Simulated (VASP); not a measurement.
# MgGe3N (R3m) in VASP: further runs

Runs on MgGe3N. Level: PBE. Tasks: single point, relaxation of cell and atoms.

All numbers are computed with VASP 6.6.1; they aren't measurements. Logs are shortened: lines on timing, memory, paths and dates and some standing lists are left out, and cuts for length are marked.

## Step 1: The cell of the first run

The structure is trigonal, space group R3m (No. 160). Conventional cell: a = 6.939 Å, b = 6.939 Å, c = 6.440 Å, α = 90.00°, β = 90.00°, γ = 120.00°. Within 2.8 Å of Mg (site symmetry 3m) lie 1 N at 2.01 Å and 3 Ge at 2.77 Å. Ge (site symmetry m) has 1 N at 1.94 Å within 2.6 Å. Within 2.6 Å of N (site symmetry 3m) lie 3 Ge at 1.94 Å and 1 Mg at 2.01 Å.

The cell was generated, and may not be a known phase.

## Step 2: Single point, PBE

Input file INCAR:

```
PREC     = Accurate       # precision mode
ENCUT    = 520            # plane-wave cutoff, eV
EDIFF    = 1E-7           # SCF threshold, eV
ISMEAR   = 0              # smearing method
SIGMA    = 0.1            # smearing width, eV
LREAL    = False          # projectors in reciprocal space
LASPH    = True           # aspherical terms in the spheres
NELM     = 60             # most SCF steps
ALGO     = Normal         # electronic algorithm
ISIF     = 2              # what is computed and relaxed
LWAVE    = False          # write WAVECAR
LCHARG   = False          # write CHGCAR
GGA      = PE             # functional
NBANDS   = 32             # bands
```

Input file KPOINTS:

```
Automatic mesh
0
Gamma
  6 6 6
```

Input file POSCAR:

```
MgGe3N
1.0
    3.4692854253      2.0029928742      2.1465873114
   -3.4692854253      2.0029928742      2.1465873114
    0.0000000000     -4.0059857484      2.1465873114
Mg Ge N
1 3 1
Direct
    0.9238067162      0.9238067162      0.9238067162
    0.8408518224      0.3746880867      0.3746880867
    0.3746880867      0.8408518224      0.3746880867
    0.3746880867      0.3746880867      0.8408518224
    0.6109293182      0.6109293182      0.6109293182
```

Potentials or basis: VASP PAW PBE potentials, release 64 (Mg, Ge_d, N).

Started as:

```console
cat potpaw_PBE.64/Mg/POTCAR potpaw_PBE.64/Ge_d/POTCAR potpaw_PBE.64/N/POTCAR > POTCAR
mpirun -np 1 vasp_std > vasp.out
```

OUTCAR:

```text
PREC = Accurate
   ENCUT = 520
   EDIFF = 1E-7
   ISMEAR = 0
   LREAL = False
   LASPH = True
   NELM = 60
   ISIF = 2
   GGA = PE

 ion  position               nearest neighbor table
   1  0.924  0.924  0.924-   5 2.01   3 2.77   2 2.77   4 2.77   2 3.15   3 3.15   4 3.15
   2  0.841  0.375  0.375-   5 1.94   1 2.77   1 3.15
   3  0.375  0.841  0.375-   5 1.94   1 2.77   1 3.15
   4  0.375  0.375  0.841-   5 1.94   1 2.77   1 3.15
   5  0.611  0.611  0.611-   2 1.94   3 1.94   4 1.94   1 2.01

  LATTYP: Found a trigonal (rhomboedric) cell.
 ALAT       =     4.5448607131
 COS(alpha) =    -0.1653836026

  Lattice vectors:

 A1 = (   3.4692854253,   2.0029928742,   2.1465873114)
 A2 = (  -3.4692854253,   2.0029928742,   2.1465873114)
 A3 = (   0.0000000000,  -4.0059857484,   2.1465873114)

Analysis of symmetry for initial positions (statically):
=====================================================================
 Subroutine PRICEL returns:
 Original cell was already a primitive cell.

 Routine SETGRP: Setting up the symmetry group for a
 trigonal (rhombohedral) supercell.

 Subroutine GETGRP returns: Found  6 space group operations
 (whereof  6 operations were pure point group operations)
 out of a pool of 12 trial point group operations.

The static configuration has the point symmetry C_3v.

Analysis of symmetry for dynamics (positions and initial velocities):
=====================================================================
 Subroutine PRICEL returns:
 Original cell was already a primitive cell.

 Routine SETGRP: Setting up the symmetry group for a
 trigonal (rhombohedral) supercell.

 Subroutine GETGRP returns: Found  6 space group operations
 (whereof  6 operations were pure point group operations)
 out of a pool of 12 trial point group operations.

The dynamic configuration has the point symmetry C_3v.

 Subroutine INISYM returns: Found  6 space group operations
 (whereof  6 operations are pure point group operations),
 and found     1 'primitive' translations

----------------------------------------------------------------------------------------

                                     Primitive cell

  volume of cell :      89.4992

  direct lattice vectors                    reciprocal lattice vectors
     3.469285425  2.002992874  2.146587311     0.144121898  0.083208817  0.155285243
    -3.469285425  2.002992874  2.146587311    -0.144121898  0.083208817  0.155285243
     0.000000000 -4.005985748  2.146587311     0.000000000 -0.166417633  0.155285243

  length of vectors
     4.544860713  4.544860713  4.544860713     0.227614445  0.227614445  0.227614445

  position of ions in fractional coordinates (direct lattice)
     0.923806716  0.923806716  0.923806716
     0.840851822  0.374688087  0.374688087
     0.374688087  0.840851822  0.374688087
     0.374688087  0.374688087  0.840851822
     0.610929318  0.610929318  0.610929318

  ion indices of the primitive-cell ions
   primitive index   ion index
                 1           1
                 2           2
                 3           3
                 4           4
                 5           5

----------------------------------------------------------------------------------------

 KPOINTS: Automatic mesh

Automatic generation of k-mesh.
 Grid dimensions read from file:
 generate k-points for:    6    6    6

 Generating k-lattice:

  Cartesian coordinates                     Fractional coordinates (reciprocal lattice)
     0.024020316  0.013868136  0.025880874     0.166666667  0.000000000  0.000000000
    -0.024020316  0.013868136  0.025880874     0.000000000  0.166666667  0.000000000
     0.000000000 -0.027736272  0.025880874     0.000000000  0.000000000  0.166666667

  Length of vectors
     0.037935741  0.037935741  0.037935741

  Shift w.r.t. Gamma in fractional coordinates (k-lattice)
     0.000000000  0.000000000  0.000000000

 Subroutine IBZKPT returns following result:
 ===========================================

 Found     32 irreducible k-points:

 Following reciprocal coordinates:
            Coordinates               Weight
  0.000000  0.000000  0.000000      1.000000
  0.166667 -0.000000  0.000000      6.000000
  0.333333  0.000000 -0.000000      6.000000
  0.500000 -0.000000 -0.000000      3.000000
  0.166667  0.166667  0.000000      6.000000
  0.333333  0.166667 -0.000000     12.000000
[... 16 lines left out ...]
  0.500000  0.500000  0.166667      6.000000
 -0.333333  0.500000  0.166667     12.000000
 [... further k-points ...]
   k-points           NKPTS =     32   k-points in BZ     NKDIM =     32   number of bands    NBANDS=     32
   number of dos      NEDOS =    301   number of ions     NIONS =      5
   total plane-waves  NPLWV =  46656
   dimension x,y,z NGX =    36 NGY =   36 NGZ =   36
   dimension x,y,z NGXF=    72 NGYF=   72 NGZF=   72
   ions per type =               1   3   1
   NGX,Y,Z   is equivalent  to a cutoff of  13.17, 13.17, 13.17 a.u.
   NGXF,Y,Z  is equivalent  to a cutoff of  26.34, 26.34, 26.34 a.u.
 SYSTEM =  unknown system
   PREC   = accura    normal or accurate (medium, high low for compatibility)
   ISTART =      0    job   : 0-new  1-cont  2-samecut
   ICHARG =      2    charge: 1-file 2-atom 10-const
   ISPIN  =      1    spin polarized calculation?
   LNONCOLLINEAR =      F non collinear calculations
   LSORBIT =      F    spin-orbit coupling
   LASPH  =      T    aspherical Exc in radial PAW
   ENCUT  =  520.0 eV  38.22 Ry    6.18 a.u.   8.45  8.45  8.45*2*pi/ulx,y,z
   NELM   =     60;   NELMIN=  2; NELMDL= -5     # of ELM steps
   EDIFF  = 0.1E-06   stopping-criterion for ELM
   LREAL  =      F    real-space projection
   EDIFFG = 0.1E-05   stopping-criterion for IOM
   NSW    =      0    number of steps for IOM
   IBRION =     -1    ionic relax: 0-MD 1-quasi-New 2-CG
   NFREE  =      0    steps in history (QN), initial steepest desc. (CG)
   ISIF   =      2    stress and relaxation
   ISYM   =      2    0-nonsym 1-usesym 2-fastsym
   POTIM  = 0.5000    time-step for ionic-motion
   TEBEG  =    0.0;   TEEND  =   0.0 temperature during run
   PSTRESS=    0.0 pullay stress
   NELECT =      49.0000    total number of electrons
   NUPDOWN=      -1.0000    fix difference up-down
   EMIN   =  10.00;   EMAX   =-10.00  energy-range for DOS
   EFERMI =   0.00;   METHOD = LEGACY
   ISMEAR =     0;   SIGMA  =   0.10  broadening in eV -4-tet -1-fermi 0-gaus
   EFERMI_NEDOS =   21; number of points for ismear=-14 and -15
   IALGO  =     38    algorithm
   IMIX   =      4    mixing-type and parameters
     AMIX     =   0.40;   BMIX     =  1.00
     AMIX_MAG =   1.60;   BMIX_MAG =  1.00
  volume/ion in A,a.u.               =      17.90       120.79
  Fermi-wavevector in a.u.,A,eV,Ry     =   1.339267  2.530847 24.403894  1.793636
  Thomas-Fermi vector in A             =   2.467672
   LORBIT       =      0    0 simple, 1 ext, 2 COOP (PROOUT), +10 PAW based schemes
   GGA     = PE    functional components
   LHFCALC =     F    Hartree Fock is set to
   AEXX    =    0.0000 exact exchange contribution
   IVDW    =     0    specifies the selected vdW correction
   LEPSILON=     F    determine dielectric tensor
   LRPA    =     F    only Hartree local field effects (RPA)
 non-spin polarized calculation
 Gauss-broadening in eV      SIGMA  =   0.10
  energy-cutoff  :      520.00
  volume of cell :       89.50
 maximum number of plane-waves:      2426
 NGX is ok and might be reduce to    36
   NGX = 17   NGY = 17   NGZ = 17

 number of electron      49.0000014 magnetization

 Free energy of the ion-electron system (eV)
  ---------------------------------------------------
  ext. energy  EPLUGINS =         0.00000000
  ---------------------------------------------------
  free energy    TOTEN  =       -22.66467257 eV

  energy without entropy =      -22.65743714  energy(sigma->0) =      -22.66105485

 E-fermi :   5.2774     XC(G=0): -10.3253

 val. band max:        5.1806679975   @ k =   0.1667  -0.0000   0.0000
 cond. band min:       5.2967046705   @ k =   0.3333   0.0000  -0.0000
 fundamental gap:      0.1160366730
 Fermi energy:         5.2773639074

 k-point     1 :       0.0000    0.0000    0.0000
  band No.  band energies     occupation
      1     -19.4854      2.00000
      2     -19.4513      2.00000
      3     -19.4513      2.00000
      4     -19.4122      2.00000
      5     -19.3986      2.00000
      6     -19.3986      2.00000
[... 24 lines left out ...]
     31      10.7879      0.00000
     32      11.8068      0.00000

 k-point     2 :       0.1667   -0.0000    0.0000
  band No.  band energies     occupation
      1     -19.4829      2.00000
      2     -19.4481      2.00000
      3     -19.4434      2.00000
      4     -19.4087      2.00000
      5     -19.3975      2.00000
      6     -19.3968      2.00000
[... 24 lines left out ...]
     31      10.5735      0.00000
     32      10.9803      0.00000

 k-point     3 :       0.3333    0.0000   -0.0000
  band No.  band energies     occupation
      1     -19.4784      2.00000
      2     -19.4385      2.00000
      3     -19.4223      2.00000
      4     -19.4012      2.00000
      5     -19.3954      2.00000
      6     -19.3918      2.00000
[... 24 lines left out ...]
     31       9.7838      0.00000
     32      11.2118      0.00000

 k-point     4 :       0.5000   -0.0000   -0.0000
  band No.  band energies     occupation
      1     -19.4765      2.00000
      2     -19.4307      2.00000
      3     -19.4024      2.00000
      4     -19.3976      2.00000
      5     -19.3912      2.00000
      6     -19.3910      2.00000
[... 24 lines left out ...]
     31      10.0565      0.00000
     32      11.3051      0.00000

 k-point     5 :       0.1667    0.1667    0.0000
  band No.  band energies     occupation
      1     -19.4803      2.00000
      2     -19.4428      2.00000
      3     -19.4316      2.00000
      4     -19.4035      2.00000
      5     -19.3961      2.00000
      6     -19.3937      2.00000
[... 584 lines left out ...]
     31      11.2212      0.00000
     32      11.6674      0.00000

 k-point    22 :      -0.1667    0.3333    0.1667
  band No.  band energies     occupation
      1     -19.4732      2.00000
      2     -19.4428      2.00000
      3     -19.4195      2.00000
      4     -19.3992      2.00000
      5     -19.3957      2.00000
      6     -19.3913      2.00000
[... 24 lines left out ...]
     31      10.9545      0.00000
     32      11.3539      0.00000

 k-point    23 :       0.5000    0.5000    0.1667
  band No.  band energies     occupation
      1     -19.4608      2.00000
      2     -19.4365      2.00000
      3     -19.4093      2.00000
      4     -19.4044      2.00000
      5     -19.3974      2.00000
      6     -19.3933      2.00000
[... 24 lines left out ...]
     31      11.1063      0.00000
     32      11.7490      0.00000

 k-point    24 :      -0.3333    0.5000    0.1667
  band No.  band energies     occupation
      1     -19.4647      2.00000
      2     -19.4391      2.00000
      3     -19.4130      2.00000
      4     -19.4040      2.00000
      5     -19.3991      2.00000
      6     -19.3940      2.00000
[... 24 lines left out ...]
     31      10.8052      0.00000
     32      11.6905      0.00000

 [... further k-points ...]
[... 5 lines left out ...]
  --------------------------------------------------------------------------------------
  -------------------------------------------------------------------------------------
  Total       -0.0807567     -0.0807567     -0.0296159     -0.0000000      0.0000000      0.0000000
  in kB       -1.4456722     -1.4456722     -0.5301707     -0.0000000      0.0000000      0.0000000
  external PRESSURE =      -1.1405051 kB  Pullay stress =       0.0000000 kB

 VOLUME and BASIS-vectors are now :
 -----------------------------------------------------------------------------
  energy-cutoff  :      520.00
  volume of cell :       89.50
      direct lattice vectors                 reciprocal lattice vectors
     3.469285425  2.002992874  2.146587311     0.144121898  0.083208817  0.155285243
    -3.469285425  2.002992874  2.146587311    -0.144121898  0.083208817  0.155285243
     0.000000000 -4.005985748  2.146587311     0.000000000 -0.166417633  0.155285243

 POSITION                                       TOTAL-FORCE (eV/Angst)
 -----------------------------------------------------------------------------------
      0.00000      0.00000      5.94910         0.000000     -0.000000      0.009624
      1.61726      0.93372      3.41356        -0.002240     -0.001293      0.001841
     -1.61726      0.93372      3.41356         0.002240     -0.001293      0.001841
      0.00000     -1.86745      3.41356         0.000000      0.002586      0.001841
      0.00000      0.00000      3.93424         0.000000      0.000000     -0.015147
 -----------------------------------------------------------------------------------
    total drift:                               -0.000000     -0.000000      0.000776

  FREE ENERGIE OF THE ION-ELECTRON SYSTEM (eV)
  ---------------------------------------------------
  free  energy   TOTEN  =       -22.6646725664 eV

  energy  without entropy=      -22.6574371368  energy(sigma->0) =      -22.66105485
```

It took 65 s on 1 thread of AMD EPYC 9R14 (Zen 4), shared host; peak memory 0.22 GiB.

What came out:

```
Free energy            : -22.6647 eV
Pressure               : -0.1 GPa
Largest force          : 0.015 eV/Å
Band gap on the k mesh : zero (an odd number of electrons rules out a gap without spin polarisation)
```

Forces in eV/Å, atoms in the order of the input:
```
Mg   0.000  0.000  0.010
Ge  -0.002 -0.001  0.002
Ge   0.002 -0.001  0.002
Ge   0.000  0.003  0.002
N    0.000  0.000 -0.015
```

Levels at points of the mesh, in eV from the Fermi level:
| k point | band 21 | band 22 | band 23 | band 24 | band 25 | band 26 | band 27 | band 28 | band 29 | band 30 |
| --- | --- | --- | --- | --- | --- | --- | --- | --- | --- | --- |
| (0.00, 0.00, 0.00) | -3.36 | -3.36 | -2.74 | -2.74 | 0.05 | 0.69 | 3.30 | 3.54 | 3.54 | 5.51 |
| (0.50, 0.00, 0.00) | -3.70 | -3.60 | -2.13 | 0.15 | 0.58 | 1.21 | 1.34 | 2.21 | 3.55 | 4.00 |
| (0.50, 0.50, 0.00) | -4.63 | -3.61 | -1.83 | 0.03 | 0.04 | 1.01 | 1.16 | 2.89 | 3.94 | 6.00 |
| (0.50, 0.50, 0.50) | -5.38 | -5.01 | -1.88 | -1.10 | -1.10 | 1.25 | 2.99 | 5.30 | 5.30 | 6.28 |

Caveat: an odd number of electrons without spin polarisation forces a metal; a magnetic or distorted state may lie lower.

[end of part 1 of 2]

The gap in the log of VASP goes by the Fermi energy; the results here count the filled bands.